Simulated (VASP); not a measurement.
The system is MgZr2N.

```
CELL_PARAMETERS angstrom
2.22359 1.28379 3.59042
-2.22359 1.28379 3.59042
0.00000 -2.56758 3.59042
ATOMIC_POSITIONS crystal
Mg 0.50000 0.50000 0.50000
Zr 0.82450 0.82450 0.82450
Zr 0.17550 0.17550 0.17550
N 0.00000 0.00000 0.00000
```

The cell was generated, and may not be a known phase.

| Item | Value |
| --- | --- |
| Program | VASP 6.6.1 |
| Task | relaxation of cell and atoms |
| Functional | PBE |
| Potentials or basis | VASP PAW PBE potentials, release 64 (Mg_sv, Zr_sv, N) |
| Cutoff | 840 eV |
| k mesh | 6 × 6 × 6 |
| Occupations | gaussian, width 0.1 eV |
| Spin | no spin polarisation |

At the start: pressure 49.9 GPa; volume 15.37 Å³/atom.

Question: How do energy, volume and symmetry change on relaxing?

Answer: Over 14 steps the energy falls by 1043.3 meV/atom and the volume is 21.66 Å³/atom (+40.9 %); space group R-3m (No. 166, to 0.1 Å) before and after.

Step by step:
```csv
step,energy change (eV),largest force (eV/Å),pressure (GPa),volume (Å³)
1,0.0000,3.9421,49.90,61.50
2,-1.6004,3.3228,-15.26,114.19
3,-3.4571,1.3870,-2.43,85.99
4,-4.1023,1.1849,3.35,87.93
5,-4.1602,0.2904,1.26,87.68
6,-4.1598,0.3511,1.41,87.70
7,-4.1659,0.0889,-0.93,90.08
8,-4.1684,0.0629,-0.13,89.23
9,-4.1689,0.0622,-0.12,89.09
10,-4.1702,0.0615,-0.07,88.65
11,-4.1721,0.0636,0.03,87.79
12,-4.1727,0.0728,0.30,86.06
13,-4.1730,0.0719,0.20,86.71
14,-4.1734,0.0166,0.00,86.66
```

Final structure:
```
CELL_PARAMETERS angstrom
2.68782 1.55182 3.46260
-2.68782 1.55182 3.46260
0.00000 -3.10363 3.46260
ATOMIC_POSITIONS crystal
Mg 0.50000 0.50000 0.50000
Zr 0.81167 0.81167 0.81167
Zr 0.18833 0.18833 0.18833
N 0.00000 0.00000 0.00000
```

Caveat: the volume moved by over 15 % at a fixed basis, so the end points are rough.
